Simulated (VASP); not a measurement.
# NbCu: single point with PBEsol

The system is NbCu.

```
Nb Cu
1.0
     0.00000    2.50427    2.50427
     2.50427    0.00000    2.50427
     2.50427    2.50427    0.00000
Nb Cu
1 1
Direct
  0.00000 0.00000 0.00000
  0.50000 0.50000 0.50000
```

* Program: VASP 6.6.1
* Task: single point
* Functional: PBEsol
* Potentials or basis: VASP PAW PBE potentials, release 64 (Nb_sv, Cu)
* Cutoff: 520 eV
* k mesh: 9 × 9 × 9
* Occupations: fermi-dirac, width 0.05 eV
* Spin: no spin polarisation

| Item | Value |
| --- | --- |
| Pressure | 4.9 GPa |
| Band gap on the k mesh | zero (band 12 reaches 10.23 eV, above the bottom of band 13 at 8.20 eV) |

Levels at points of the mesh, in eV from the Fermi level:
| k point | band 9 | band 10 | band 11 | band 12 | band 13 | band 14 | band 15 | band 16 |
| --- | --- | --- | --- | --- | --- | --- | --- | --- |
| (0.00, 0.00, 0.00) | -4.29 | -4.29 | 1.12 | 1.12 | 1.12 | 2.67 | 2.67 | 9.21 |

It took 14 s on 1 thread of Intel(R) Xeon(R) 6975P-C (Granite Rapids) (shared host), peak memory 0.16 GiB.

Caveat: the PAW data sets were made with another functional, which shifts forces and pressure a little.
